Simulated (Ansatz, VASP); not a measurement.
# One calculation of CaSe4, two programs

File INCAR:

```
ALGO = Normal
DIPOL = 0.5 0.5 0.292
EDIFF = 1E-6
ENCUT = 520
GGA = PE
IDIPOL = 3
ISIF = 2
ISMEAR = 0
LASPH = T
LCHARG = T
LDIPOL = T
LELF = T
LREAL = F
LVACPOTAV = T
LVHAR = T
LWAVE = F
NBANDS = 25
NELM = 100
PREC = Accurate
SIGMA = 0.1
```

File KPOINTS:

```
k-points
0
Gamma
  12 12 1
```

POSCAR

```
CaSe4
1.0
    5.4937186457     -0.0000002706      0.0000000000
   -2.7468590885      4.7577000437      0.0000000000
    0.0000000000      0.0000000000     29.1036144400
Ca Se
1 4
Direct
    0.0000000000      0.0000000000      0.2920599439
    0.3333333333      0.6666666667      0.2527122877
    0.3333333333      0.6666666667      0.3314076001
    0.6666666667      0.3333333333      0.3314076001
    0.6666666667      0.3333333333      0.2527122877
```

Input for Ansatz:

```yaml
crystal:
  lattice:
    - [5.4937186457, -2.706e-07, 0.0]
    - [-2.7468590885, 4.7577000437, 0.0]
    - [0.0, 0.0, 29.10361444]
  atoms:
    - { symbol: Ca, position: [0.0, 0.0, 0.2920599439] }
    - { symbol: Se, position: [0.3333333333, 0.6666666667, 0.2527122877] }
    - { symbol: Se, position: [0.3333333333, 0.6666666667, 0.3314076001] }
    - { symbol: Se, position: [0.6666666667, 0.3333333333, 0.3314076001] }
    - { symbol: Se, position: [0.6666666667, 0.3333333333, 0.2527122877] }
  periodic: [true, true, false]
basis:
  ecutwfc: 420
kpoints:
  mp_grid: { grid: [12, 12, 1] }
  band_path:
    path:
      - [0.0, 0.0, 0.0]
      - [0.5, 0.0, 0.0]
      - [0.33333333, 0.33333333, 0.0]
      - [0.0, 0.0, 0.0]
    npoints: 14
hamiltonian:
  xc: pbe
scf:
  occupations: { method: gaussian, width: 0.1 }
  n_extra_bands: 12
output:
  forces: true
  stress: true
  eigenvalues: true
  populations: true
  dos: { projected: true, de: 0.02, nscf_kmesh: { grid: [15, 15, 1] } }
  bader: true
```

Alike in both runs: task single point; functional PBE; k mesh 12 × 12 × 1; occupations gaussian, width 0.1 eV; no spin polarisation.

|  | VASP | Ansatz |
| --- | --- | --- |
| version | VASP 6.6.1 | Ansatz 0.2.0 |
| potentials or method | VASP PAW PBE potentials, release 64 (Ca_sv, Se), cutoff 520 eV | scalar-relativistic, plane waves, PAW |
| valence electrons in the cell | 34 | 74 |

```tsv
	VASP	Ansatz	Ansatz less VASP
gap on the k mesh at the Fermi level (eV)	none	none	-
rms of the force components (eV/Å)	0.023	0.000	-0.0233
```

Atom by atom the forces differ by 0.023 eV/Å (rms over components). A gap of «none» marks a metal or a gap that the smearing closes. With one functional, cell and mesh, what is left measures potentials, basis and numerics. VASP's potentials hold 34 valence electrons a cell and Ansatz's 74, so a difference there can come from the potentials and not from the codes.
